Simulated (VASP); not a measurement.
# Sb (P6_3/mmc) in VASP: a series of runs

Runs on Sb. Level: PBEsol. Tasks: electric field gradients.

Program: VASP 6.6.1. These are calculated values, not measurements. Logs are shortened: lines on timing, memory, paths and dates and some standing lists are left out, and cuts for length are marked.

## Step 1: The cell of the first run

It takes space group P6_3/mmc (No. 194, hexagonal). The conventional cell has a = 3.391 Å, b = 3.391 Å, c = 5.365 Å, α = 90.00°, β = 90.00°, γ = 120.00°. Sb (site symmetry -6m2) has 12 Sb at 3.32 to 3.39 Å within 4.4 Å.

This isn't the form of Sb at room conditions, which is rhombohedral.

## Step 2: Electric field gradients, PBEsol (26.72 Å³/atom)

Input file INCAR:

```
PREC = Accurate ; ENCUT = 520
EDIFF = 1E-8 ; ISMEAR = -1
SIGMA = 0.05 ; LREAL = F
LASPH = T ; NELM = 60
ALGO = Normal ; ISIF = 2
LWAVE = F ; LCHARG = F
GGA = PS ; LEFG = T
NBANDS = 12
```

Input file KPOINTS:

```
Automatic mesh
0
Gamma
  12 12 7
```

Input file POSCAR:

```
Sb
1.0
    3.3913120892      0.0000000000      0.0000000000
   -1.6956560446      2.9369624214      0.0000000000
    0.0000000000      0.0000000000      5.3652990420
Sb
2
Direct
    0.3333333333      0.6666666667      0.2500000000
    0.6666666667      0.3333333333      0.7500000000
```

Potentials or basis: VASP PAW PBE potentials, release 64 (Sb).

The run is started by

```console
$ cat potpaw_PBE.64/Sb/POTCAR > POTCAR
$ mpirun -np 1 vasp_std > vasp.out
```

OUTCAR:

```text
PREC = Accurate
   ENCUT = 520
   EDIFF = 1E-8
   ISMEAR = -1
   LREAL = F
   LASPH = T
   NELM = 60
   ISIF = 2
   GGA = PS

 ion  position               nearest neighbor table
   1  0.333  0.667  0.250-   2 3.32   2 3.32   2 3.32   2 3.32   2 3.32   2 3.32
   2  0.667  0.333  0.750-   1 3.32   1 3.32   1 3.32   1 3.32   1 3.32   1 3.32

  LATTYP: Found a hexagonal cell.
 ALAT       =     3.3913120892
 C/A-ratio  =     1.5820717471

  Lattice vectors:

 A1 = (   3.3913120892,   0.0000000000,   0.0000000000)
 A2 = (  -1.6956560446,   2.9369624214,   0.0000000000)
 A3 = (   0.0000000000,   0.0000000000,   5.3652990420)

Analysis of symmetry for initial positions (statically):
=====================================================================
 Subroutine PRICEL returns:
 Original cell was already a primitive cell.

 Routine SETGRP: Setting up the symmetry group for a
 hexagonal supercell.

 Subroutine GETGRP returns: Found 24 space group operations
 (whereof 12 operations were pure point group operations)
 out of a pool of 24 trial point group operations.

The static configuration has the point symmetry D_3d.
 The point group associated with its full space group is D_6h.

Analysis of symmetry for dynamics (positions and initial velocities):
=====================================================================
 Subroutine PRICEL returns:
 Original cell was already a primitive cell.

 Routine SETGRP: Setting up the symmetry group for a
 hexagonal supercell.

 Subroutine GETGRP returns: Found 24 space group operations
 (whereof 12 operations were pure point group operations)
 out of a pool of 24 trial point group operations.

The dynamic configuration has the point symmetry D_3d.
 The point group associated with its full space group is D_6h.

 Subroutine INISYM returns: Found 24 space group operations
 (whereof 12 operations are pure point group operations),
 and found     1 'primitive' translations

----------------------------------------------------------------------------------------

                                     Primitive cell

  volume of cell :      53.4392

  direct lattice vectors                    reciprocal lattice vectors
[... 130 lines left out ...]
  ---------------------------------------------------
  free energy    TOTEN  =        -8.67580245 eV

  energy without entropy =       -8.66553168  energy(sigma->0) =       -8.67066706

 E-fermi :   8.5055     XC(G=0): -10.3652

 val. band max:        8.4875158290   @ k =   0.1667  -0.0000   0.0000
 cond. band min:       8.5136293351   @ k =   0.3333   0.2500   0.0000
 fundamental gap:      0.0261135061
 Fermi energy:         8.5055302210

 k-point     1 :       0.0000    0.0000    0.0000
  band No.  band energies     occupation
      1      -4.5244      2.00000
      2      -0.4144      2.00000
      3       2.6554      2.00000
      4      11.7306      0.00000
      5      11.7306      0.00000
      6      13.4862      0.00000
      7      13.4862      0.00000
      8      14.3775      0.00000
      9      15.8075      0.00000
     10      17.2752      0.00000
     11      18.3180      0.00000
     12      18.3180      0.00000
[... 331 lines left out ...]
 k-point    24 :       0.3333   -0.0000    0.1429
  band No.  band energies     occupation
      1      -2.5498      2.00000
      2       0.5059      2.00000
      3       4.3341      2.00000
      4       5.7188      2.00000
      5       7.4730      2.00000
      6       9.2179      0.00000
      7      10.9921      0.00000
      8      12.2917      0.00000
      9      13.4265      0.00000
     10      15.6452      0.00000
     11      17.4528      0.00000
     12      18.2849      0.00000

 [... further k-points ...]
[... 5 lines left out ...]
  --------------------------------------------------------------------------------------
  -------------------------------------------------------------------------------------
  Total       -0.3558344     -0.3558344     -0.7580669      0.0000000      0.0000000     -0.0000000
  in kB      -10.6683801    -10.6683801    -22.7278323      0.0000000      0.0000000     -0.0000000
  external PRESSURE =     -14.6881975 kB  Pullay stress =       0.0000000 kB

 VOLUME and BASIS-vectors are now :
 -----------------------------------------------------------------------------
  energy-cutoff  :      520.00
  volume of cell :       53.44
      direct lattice vectors                 reciprocal lattice vectors
     3.391312089  0.000000000  0.000000000     0.294871122  0.170243922  0.000000000
    -1.695656045  2.936962421  0.000000000     0.000000000  0.340487843  0.000000000
     0.000000000  0.000000000  5.365299042     0.000000000  0.000000000  0.186382901

 POSITION                                       TOTAL-FORCE (eV/Angst)
 -----------------------------------------------------------------------------------
     -0.00000      1.95797      1.34132        -0.000000     -0.000000      0.000000
      1.69566      0.97899      4.02397         0.000000      0.000000      0.000000
 -----------------------------------------------------------------------------------
    total drift:                                0.000000     -0.000000      0.000000

  FREE ENERGIE OF THE ION-ELECTRON SYSTEM (eV)
  ---------------------------------------------------
  free  energy   TOTEN  =        -8.6758024462 eV

  energy  without entropy=       -8.6655316835  energy(sigma->0) =       -8.67066706

 Electric field gradients (V/A^2)
---------------------------------------------------------------------
 ion       V_xx      V_yy      V_zz      V_xy      V_xz      V_yz
---------------------------------------------------------------------
   1     -10.756   -10.755    21.511     0.000     0.000    -0.000
   2     -10.756   -10.755    21.511     0.000    -0.000     0.000
---------------------------------------------------------------------

 Electric field gradients after diagonalization (V/A^2)
 (convention: |V_zz| > |V_xx| > |V_yy|)
----------------------------------------------------------------------
 ion       V_xx      V_yy      V_zz     asymmetry (V_yy - V_xx)/ V_zz
----------------------------------------------------------------------
   1     -10.756   -10.755    21.511       0.000
   2     -10.756   -10.755    21.511       0.000
----------------------------------------------------------------------

           NMR quadrupolar parameters

 Cq : quadrupolar parameter    Cq=e*Q*V_zz/h
 eta: asymmetry parameters     (V_yy - V_xx)/ V_zz
 Q  : nuclear electric quadrupole moment in mb (millibarn)
----------------------------------------------------------------------
 ion       Cq(MHz)       eta       Q (mb)
----------------------------------------------------------------------
   1       0.052       0.000       1.000
   2       0.052       0.000       1.000
----------------------------------------------------------------------
```

Run time: 50 s. Hardware: 1 thread of AMD EPYC 7R13, shared host; peak memory 0.17 GiB.

What came out:

```
Free energy                             : -8.6758 eV
Pressure                                : -1.5 GPa
Band gap on the k mesh                  : zero (bands 5 and 6 overlap by 6.79 eV)
Largest electric field gradient by atom : Sb +21.5 V/Å²
```

Stress tensor (GPa, compression positive):
```
-1.07  0.00  0.00
 0.00 -1.07  0.00
 0.00  0.00 -2.27
```

Electric field gradients, principal values (V/Å²):
| atom | least | middle | greatest (by size) |
| --- | --- | --- | --- |
| 1 Sb | -10.755 | -10.756 | 21.511 |
| 2 Sb | -10.755 | -10.756 | 21.511 |

Caveat: without QUAD_EFG the Cq values of the log hold for a quadrupole moment of 1 mb, not for the nuclei; the PAW data sets were made with another functional, which shifts forces and pressure a little; spin-orbit coupling is left out, which moves the levels of the heavy elements.

## Step 3: Electric field gradients, PBEsol (equal xx and yy strain of +2 %)

Input file INCAR:

```
PREC     = Accurate       # precision mode
ENCUT    = 520            # plane-wave cutoff, eV
EDIFF    = 1E-8           # SCF threshold, eV
ISMEAR   = -1             # smearing method
SIGMA    = 0.05           # smearing width, eV
LREAL    = False          # projectors in reciprocal space
LASPH    = True           # aspherical terms in the spheres
NELM     = 60             # most SCF steps
ALGO     = Normal         # electronic algorithm
ISIF     = 2              # what is computed and relaxed
LWAVE    = False          # write WAVECAR
LCHARG   = False          # write CHGCAR
GGA      = PS             # functional
LEFG     = True         
NBANDS   = 12             # bands
```

Input file KPOINTS:

```
regular mesh
0
Gamma
  12 12 7
```

Input file POSCAR:

```
Sb
1.0
    3.4363801831      0.0000000000      0.0000000000
   -1.7181900916      2.9759925356      0.0000000000
    0.0000000000      0.0000000000      5.3300000000
Sb
2
Direct
    0.3333333333      0.6666666667      0.2500000000
    0.6666666667      0.3333333333      0.7500000000
```

Potentials or basis: VASP PAW PBE potentials, release 64 (Sb).

The run is started by

```console
$ cat potpaw_PBE.64/Sb/POTCAR > POTCAR
$ mpirun -np 1 vasp_std > vasp.out
```

OUTCAR:

```text
PREC = Accurate
   ENCUT = 520
   EDIFF = 1E-8
   ISMEAR = -1
   LREAL = False
   LASPH = True
   NELM = 60
   ISIF = 2
   GGA = PS

 ion  position               nearest neighbor table
   1  0.333  0.667  0.250-   2 3.32   2 3.32   2 3.32   2 3.32   2 3.32   2 3.32
   2  0.667  0.333  0.750-   1 3.32   1 3.32   1 3.32   1 3.32   1 3.32   1 3.32

  LATTYP: Found a hexagonal cell.
 ALAT       =     3.4363801831
 C/A-ratio  =     1.5510507325

  Lattice vectors:

 A1 = (   3.4363801831,   0.0000000000,   0.0000000000)
[... 575 lines left out ...]
  ---------------------------------------------------
  free  energy   TOTEN  =        -8.6658076409 eV

  energy  without entropy=       -8.6566526978  energy(sigma->0) =       -8.66123017

 Electric field gradients (V/A^2)
---------------------------------------------------------------------
 ion       V_xx      V_yy      V_zz      V_xy      V_xz      V_yz
---------------------------------------------------------------------
   1      -9.778    -9.778    19.555     0.000     0.000    -0.000
   2      -9.778    -9.778    19.555     0.000    -0.000     0.000
---------------------------------------------------------------------

 Electric field gradients after diagonalization (V/A^2)
 (convention: |V_zz| > |V_xx| > |V_yy|)
----------------------------------------------------------------------
 ion       V_xx      V_yy      V_zz     asymmetry (V_yy - V_xx)/ V_zz
----------------------------------------------------------------------
   1      -9.778    -9.777    19.555       0.000
   2      -9.778    -9.777    19.555       0.000
----------------------------------------------------------------------

           NMR quadrupolar parameters

 Cq : quadrupolar parameter    Cq=e*Q*V_zz/h
 eta: asymmetry parameters     (V_yy - V_xx)/ V_zz
 Q  : nuclear electric quadrupole moment in mb (millibarn)
----------------------------------------------------------------------
 ion       Cq(MHz)       eta       Q (mb)
----------------------------------------------------------------------
   1       0.047       0.000       1.000
   2       0.047       0.000       1.000
----------------------------------------------------------------------
```

Wall time 47 s (1 thread of AMD EPYC 7R13, shared host); peak memory 0.17 GiB.

Results:

* Free energy: -8.6658 eV
* Pressure: -2.7 GPa
* Band gap on the k mesh: zero (bands 5 and 6 overlap by 6.41 eV)
* Largest electric field gradient by atom: Sb +19.6 V/Å²

Stress tensor (GPa, compression positive):
```
-2.53  0.00  0.00
 0.00 -2.53  0.00
 0.00  0.00 -2.92
```

Levels at points of the mesh, in eV from the Fermi level:
| k point | band 2 | band 3 | band 4 | band 5 | band 6 | band 7 | band 8 | band 9 |
| --- | --- | --- | --- | --- | --- | --- | --- | --- |
| (0.00, 0.00, 0.00) | -8.67 | -5.66 | 2.95 | 2.95 | 4.74 | 4.74 | 5.96 | 6.99 |
| (0.50, 0.00, 0.00) | -8.15 | -4.07 | -2.65 | -2.30 | -0.13 | -0.03 | 3.63 | 4.12 |

Electric field gradients, principal values (V/Å²):
| atom | least | middle | greatest (by size) |
| --- | --- | --- | --- |
| 1 Sb | -9.777 | -9.778 | 19.555 |
| 2 Sb | -9.777 | -9.778 | 19.555 |

Caveat: the cell differs from its parent crystal (equal xx and yy strain of +2 %); without QUAD_EFG the Cq values of the log hold for a quadrupole moment of 1 mb, not for the nuclei; the PAW data sets were made with another functional, which shifts forces and pressure a little; spin-orbit coupling is left out, which moves the levels of the heavy elements.

(Part 1 of 2 ends here.)
